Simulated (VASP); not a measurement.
# C (Fm-3m) in VASP: single point with PBEsol

Aim: the single point of C with PBEsol.

All numbers are computed with VASP 6.6.1; they aren't measurements. Logs are shortened: lines on timing, memory, paths and dates and some standing lists are left out, and cuts for length are marked.

**1. The cell of the first run**

The structure is cubic, space group Fm-3m (No. 225). Conventional cell: a = 3.037 Å, b = 3.037 Å, c = 3.037 Å, α = 90.00°, β = 90.00°, γ = 90.00°. Within 2.8 Å of C (site symmetry m-3m) lie 12 C at 2.15 Å.

**2. Single point, PBEsol**

INCAR

```
ALGO     = Normal         # electronic algorithm
EDIFF    = 1E-6           # SCF threshold, eV
ENCUT    = 520            # plane-wave cutoff, eV
GGA      = PS             # functional
ISIF     = 2              # what is computed and relaxed
ISMEAR   = -1             # smearing method
ISYM     = 0            
LASPH    = True           # aspherical terms in the spheres
LCHARG   = False          # write CHGCAR
LREAL    = False          # projectors in reciprocal space
LWAVE    = False          # write WAVECAR
NBANDS   = 8              # bands
NELM     = 60             # most SCF steps
PREC     = Accurate       # precision mode
SIGMA    = 0.08           # smearing width, eV
```

KPOINTS

```
Automatic mesh
0
Gamma
  24 24 24
  0.5 0.5 0.5
```

POSCAR

```
C
1.0
    0.0000000000      1.5187307087      1.5187307087
    1.5187307087      0.0000000000      1.5187307087
    1.5187307087      1.5187307087      0.0000000000
C
1
Direct
    0.0000000000      0.0000000000      0.0000000000
```

Potentials or basis: VASP PAW PBE potentials, release 64 (C).

The run is started by

```sh
cat potpaw_PBE.64/C/POTCAR > POTCAR
mpirun -np 1 vasp_std > vasp.out
```

OUTCAR:

```text
EDIFF = 1E-6
   ENCUT = 520
   GGA = PS
   ISIF = 2
   ISMEAR = -1
   ISYM = 0
   LASPH = True
   LREAL = False
   NELM = 60
   PREC = Accurate

 ion  position               nearest neighbor table
   1  0.000  0.000  0.000-

IMPORTANT INFORMATION: All symmetrisations will be switched off!
NOSYMM: (Re-)initialisation of all symmetry stuff for point group C_1.

----------------------------------------------------------------------------------------

                                     Primitive cell

  volume of cell :       7.0060

  direct lattice vectors                    reciprocal lattice vectors
     0.000000000  1.518730709  1.518730709    -0.329222289  0.329222289  0.329222289
     1.518730709  0.000000000  1.518730709     0.329222289 -0.329222289  0.329222289
     1.518730709  1.518730709  0.000000000     0.329222289  0.329222289 -0.329222289

  length of vectors
     2.147809566  2.147809566  2.147809566     0.570229731  0.570229731  0.570229731

  position of ions in fractional coordinates (direct lattice)
     0.000000000  0.000000000  0.000000000

  ion indices of the primitive-cell ions
   primitive index   ion index
                 1           1

----------------------------------------------------------------------------------------

 KPOINTS: Automatic mesh

Automatic generation of k-mesh.
 Grid dimensions read from file:
 generate k-points for:   24   24   24

 Generating k-lattice:

  Cartesian coordinates                     Fractional coordinates (reciprocal lattice)
    -0.013717595  0.013717595  0.013717595     0.041666667  0.000000000  0.000000000
     0.013717595 -0.013717595  0.013717595     0.000000000  0.041666667  0.000000000
     0.013717595  0.013717595 -0.013717595     0.000000000  0.000000000  0.041666667

  Length of vectors
     0.023759572  0.023759572  0.023759572

  Shift w.r.t. Gamma in fractional coordinates (k-lattice)
     0.500000000  0.500000000  0.500000000

 Subroutine IBZKPT returns following result:
 ===========================================

 Found  27648 irreducible k-points:

 Following reciprocal coordinates:
            Coordinates               Weight
  0.020833  0.020833  0.020833      2.000000
  0.020833  0.000000  0.000000      2.000000
  0.000000  0.000000 -0.020833      2.000000
  0.000000  0.020833  0.000000      2.000000
  0.062500  0.020833  0.020833      2.000000
  0.020833  0.062500  0.020833      2.000000
[... 16 lines left out ...]
  0.000000  0.083333 -0.020833      2.000000
  0.083333  0.000000 -0.020833      2.000000
 [... further k-points ...]
   k-points           NKPTS =  27648   k-points in BZ     NKDIM =  27648   number of bands    NBANDS=      8
   number of dos      NEDOS =    301   number of ions     NIONS =      1
   total plane-waves  NPLWV =   4096
   dimension x,y,z NGX =    16 NGY =   16 NGZ =   16
   dimension x,y,z NGXF=    32 NGYF=   32 NGZF=   32
   ions per type =               1
   NGX,Y,Z   is equivalent  to a cutoff of  12.38, 12.38, 12.38 a.u.
   NGXF,Y,Z  is equivalent  to a cutoff of  24.77, 24.77, 24.77 a.u.
 SYSTEM =  unknown system
   PREC   = accura    normal or accurate (medium, high low for compatibility)
   ISTART =      0    job   : 0-new  1-cont  2-samecut
   ICHARG =      2    charge: 1-file 2-atom 10-const
   ISPIN  =      1    spin polarized calculation?
   LNONCOLLINEAR =      F non collinear calculations
   LSORBIT =      F    spin-orbit coupling
   LASPH  =      T    aspherical Exc in radial PAW
   ENCUT  =  520.0 eV  38.22 Ry    6.18 a.u.   3.99  3.99  3.99*2*pi/ulx,y,z
   NELM   =     60;   NELMIN=  2; NELMDL= -5     # of ELM steps
   EDIFF  = 0.1E-05   stopping-criterion for ELM
   LREAL  =      F    real-space projection
   EDIFFG = 0.1E-04   stopping-criterion for IOM
   NSW    =      0    number of steps for IOM
   IBRION =     -1    ionic relax: 0-MD 1-quasi-New 2-CG
   NFREE  =      0    steps in history (QN), initial steepest desc. (CG)
   ISIF   =      2    stress and relaxation
   ISYM   =      0    0-nonsym 1-usesym 2-fastsym
   POTIM  = 0.5000    time-step for ionic-motion
   TEBEG  =    0.0;   TEEND  =   0.0 temperature during run
   PSTRESS=    0.0 pullay stress
   NELECT =       4.0000    total number of electrons
   NUPDOWN=      -1.0000    fix difference up-down
   EMIN   =  10.00;   EMAX   =-10.00  energy-range for DOS
   EFERMI =   0.00;   METHOD = LEGACY
   ISMEAR =    -1;   SIGMA  =   0.08  broadening in eV -4-tet -1-fermi 0-gaus
   EFERMI_NEDOS =   21; number of points for ismear=-14 and -15
   IALGO  =     38    algorithm
   IMIX   =      4    mixing-type and parameters
     AMIX     =   0.40;   BMIX     =  1.00
     AMIX_MAG =   1.60;   BMIX_MAG =  1.00
  volume/ion in A,a.u.               =       7.01        47.28
  Fermi-wavevector in a.u.,A,eV,Ry     =   1.358118  2.566470 25.095722  1.844484
  Thomas-Fermi vector in A             =   2.484978
   LORBIT       =      0    0 simple, 1 ext, 2 COOP (PROOUT), +10 PAW based schemes
   GGA     = PS    functional components
   LHFCALC =     F    Hartree Fock is set to
   AEXX    =    0.0000 exact exchange contribution
   IVDW    =     0    specifies the selected vdW correction
   LEPSILON=     F    determine dielectric tensor
   LRPA    =     F    only Hartree local field effects (RPA)
 non-spin polarized calculation
  energy-cutoff  :      520.00
  volume of cell :        7.01
 maximum number of plane-waves:       200
   NGX =  7   NGY =  7   NGZ =  7

 number of electron       4.0000000 magnetization

 Free energy of the ion-electron system (eV)
  ---------------------------------------------------
  ext. energy  EPLUGINS =         0.00000000
  ---------------------------------------------------
  free energy    TOTEN  =        -5.19264155 eV

  energy without entropy =       -5.18468993  energy(sigma->0) =       -5.18866574

 E-fermi :   8.1997     XC(G=0): -12.9934

 val. band max:        8.1910001482   @ k =   0.3125   0.2083  -0.3333
 cond. band min:       8.2082118714   @ k =  -0.4167  -0.2917   0.3958
 fundamental gap:      0.0172117231
 Fermi energy:         8.1996984089

 k-point     1 :       0.0208    0.0208    0.0208
  band No.  band energies     occupation
      1     -11.1567      2.00000
      2      16.4720      0.00000
      3      16.5181      0.00000
      4      16.5181      0.00000
      5      38.4113      0.00000
      6      38.6810      0.00000
      7      38.6810      0.00000
      8      40.3199      0.00000

 k-point     2 :       0.0208    0.0000    0.0000
  band No.  band energies     occupation
      1     -11.1567      2.00000
      2      16.4720      0.00000
      3      16.5181      0.00000
      4      16.5181      0.00000
      5      38.4113      0.00000
      6      38.6810      0.00000
      7      38.6810      0.00000
      8      40.3199      0.00000

 k-point     3 :       0.0000    0.0000   -0.0208
  band No.  band energies     occupation
      1     -11.1567      2.00000
      2      16.4720      0.00000
      3      16.5181      0.00000
      4      16.5181      0.00000
      5      38.4113      0.00000
      6      38.6810      0.00000
      7      38.6810      0.00000
      8      40.3199      0.00000

 k-point     4 :       0.0000    0.0208    0.0000
  band No.  band energies     occupation
      1     -11.1567      2.00000
      2      16.4720      0.00000
      3      16.5181      0.00000
      4      16.5181      0.00000
      5      38.4113      0.00000
      6      38.6810      0.00000
      7      38.6810      0.00000
      8      40.3199      0.00000

 k-point     5 :       0.0625    0.0208    0.0208
  band No.  band energies     occupation
      1     -11.0617      2.00000
      2      16.2156      0.00000
      3      16.3814      0.00000
      4      16.5143      0.00000
      5      37.4580      0.00000
      6      38.7912      0.00000
      7      38.8924      0.00000
      8      40.2569      0.00000

 k-point     6 :       0.0208    0.0625    0.0208
  band No.  band energies     occupation
      1     -11.0617      2.00000
      2      16.2156      0.00000
      3      16.3814      0.00000
      4      16.5143      0.00000
      5      37.4580      0.00000
      6      38.7912      0.00000
      7      38.8924      0.00000
      8      40.2569      0.00000

 k-point     7 :       0.0208    0.0208    0.0625
  band No.  band energies     occupation
      1     -11.0617      2.00000
      2      16.2156      0.00000
      3      16.3814      0.00000
      4      16.5143      0.00000
      5      37.4580      0.00000
      6      38.7912      0.00000
      7      38.8924      0.00000
      8      40.2569      0.00000
[... 133 lines left out ...]
 k-point    20 :       0.0208    0.0000   -0.0833
  band No.  band energies     occupation
      1     -10.8243      2.00000
      2      15.5017      0.00000
      3      16.2117      0.00000
      4      16.4339      0.00000
      5      36.1447      0.00000
      6      39.0930      0.00000
      7      39.2300      0.00000
      8      40.1009      0.00000

 k-point    21 :       0.1042    0.0833    0.0833
  band No.  band energies     occupation
      1     -10.8243      2.00000
      2      15.5017      0.00000
      3      16.2117      0.00000
      4      16.4339      0.00000
      5      36.1447      0.00000
      6      39.0930      0.00000
      7      39.2300      0.00000
      8      40.1009      0.00000

 k-point    22 :       0.0208   -0.0833    0.0000
  band No.  band energies     occupation
      1     -10.8243      2.00000
      2      15.5017      0.00000
      3      16.2117      0.00000
      4      16.4339      0.00000
      5      36.1447      0.00000
      6      39.0930      0.00000
      7      39.2300      0.00000
      8      40.1009      0.00000

 k-point    23 :       0.0000    0.0833   -0.0208
  band No.  band energies     occupation
      1     -10.8243      2.00000
      2      15.5017      0.00000
      3      16.2117      0.00000
      4      16.4339      0.00000
      5      36.1447      0.00000
      6      39.0930      0.00000
      7      39.2300      0.00000
      8      40.1009      0.00000

 k-point    24 :       0.0833    0.0000   -0.0208
  band No.  band energies     occupation
      1     -10.8243      2.00000
      2      15.5017      0.00000
      3      16.2117      0.00000
      4      16.4339      0.00000
      5      36.1447      0.00000
      6      39.0930      0.00000
      7      39.2300      0.00000
      8      40.1009      0.00000

 [... further k-points ...]

------------------------ aborting loop because EDIFF is reached ----------------------------------------

  FORCE on cell =-STRESS in cart. coord.  units (eV):
  Direction    XX          YY          ZZ          XY          YZ          ZX
  --------------------------------------------------------------------------------------
  -------------------------------------------------------------------------------------
  Total       -0.0104053     -0.0104052     -0.0104052     -0.0000006     -0.0000006     -0.0000006
  in kB       -2.3795282     -2.3795094     -2.3795164     -0.0001363     -0.0001346     -0.0001361
  external PRESSURE =      -2.3795180 kB  Pullay stress =       0.0000000 kB

 VOLUME and BASIS-vectors are now :
 -----------------------------------------------------------------------------
  energy-cutoff  :      520.00
  volume of cell :        7.01
      direct lattice vectors                 reciprocal lattice vectors
     0.000000000  1.518730709  1.518730709    -0.329222289  0.329222289  0.329222289
     1.518730709  0.000000000  1.518730709     0.329222289 -0.329222289  0.329222289
     1.518730709  1.518730709  0.000000000     0.329222289  0.329222289 -0.329222289

 POSITION                                       TOTAL-FORCE (eV/Angst)
 -----------------------------------------------------------------------------------
      0.00000      0.00000      0.00000         0.000000     -0.000000      0.000000
 -----------------------------------------------------------------------------------
    total drift:                                0.000000     -0.000000      0.000000

  FREE ENERGIE OF THE ION-ELECTRON SYSTEM (eV)
  ---------------------------------------------------
  free  energy   TOTEN  =        -5.1926415467 eV

  energy  without entropy=       -5.1846899313  energy(sigma->0) =       -5.18866574
```

It took 4.4 min on 1 thread of Intel Xeon 6975P-C (Granite Rapids), shared host; peak memory 1.3 GiB.

Results:

```
Free energy            : -5.1926 eV
Pressure               : -0.2 GPa
Band gap on the k mesh : zero (bands 2 and 3 overlap by 11.66 eV)
```

Levels at points of the mesh, in eV from the Fermi level:
```
           k point  band 1  band 2  band 3  band 4  band 5
(0.02, 0.02, 0.02)  -19.36    8.27    8.32    8.32   30.21
```

Caveat: the PAW data sets were made with another functional, which shifts forces and pressure a little.
